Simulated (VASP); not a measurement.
Input of a VASP 6.6.1 run:

File INCAR:

```
PREC = Accurate
ENCUT = 520
EDIFF = 1E-7
ISMEAR = -1
SIGMA = 0.021
LREAL = False
LASPH = True
NELM = 150
ALGO = Normal
ISIF = 2
LWAVE = False
LCHARG = False
LDAU = True
LDAUTYPE = 2
LDAUL = 2 -1
LDAUU = 4.5 0
LDAUJ = 0 0
LDAUPRINT = 1
GGA = PS
NBANDS = 16
```

The input KPOINTS:

```
Automatic mesh
0
Gamma
  2 2 2
```

Contents of POSCAR:

```
GaAs
1.0
    0.0000000000      2.8750910496      2.8750910496
    2.8750910496      0.0000000000      2.8750910496
    2.8750910496      2.8750910496      0.0000000000
Ga As
1 1
Direct
    0.0000000000      0.0000000000      0.0000000000
    0.2500000000      0.2500000000      0.2500000000
```

Potentials or basis: VASP PAW PBE potentials, release 64 (Ga_d, As).

Run with:

```bash
$ cat potpaw_PBE.64/Ga_d/POTCAR potpaw_PBE.64/As/POTCAR > POTCAR
$ mpirun -np 1 vasp_std > vasp.out
```

(1) Estimate the pressure.

Results:

(1) 0.9 GPa.

Caveat: the k points lie up to 0.95 Å⁻¹ apart; the PAW data sets were made with another functional, which shifts forces and pressure a little; U without spin polarisation on a metal has little footing; the U is typed as a test and isn't derived for this compound.
